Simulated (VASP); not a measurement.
A run of VASP 6.6.1:

The input INCAR:

```
SYSTEM = PbS
PREC = Accurate
ENCUT = 500
EDIFF = 1E-6
ISMEAR = 0
SIGMA = 0.01
LREAL = .False.
LASPH = .True.
NELM = 120
ALGO = Normal
ISIF = 2
LWAVE = .False.
LCHARG = .False.
GGA = PE
NBANDS = 17
GGA_COMPAT = .False.
```

Contents of KPOINTS:

```
Automatic mesh
0
Gamma
  6 6 6
  0 0 0
```

File POSCAR:

```
PbS
1.0
    0.0000000000      3.0039504989      3.0039504989
    3.0039504989      0.0000000000      3.0039504989
    3.0039504989      3.0039504989      0.0000000000
Pb S
1 1
Direct
    0.0000000000      0.0000000000      0.0000000000
    0.5000000000      0.5000000000      0.5000000000
```

Potentials or basis: VASP PAW PBE potentials, release 64 (Pb_d, S).

The run is started by

```sh
$ cat potpaw_PBE.64/Pb_d/POTCAR potpaw_PBE.64/S/POTCAR > POTCAR
$ mpirun -np 1 vasp_std > vasp.out
```

Hardware: 1 thread of Intel(R) Xeon(R) Platinum 8488C (Sapphire Rapids) (shared host).

**Question.** Estimate the wall time of this run.

**Answer.** Run time: 13 s on 1 thread of Intel(R) Xeon(R) Platinum 8488C (Sapphire Rapids), with other jobs on the host, peak memory 0.17 GiB. Counts: scf iterations 13, k points 16.
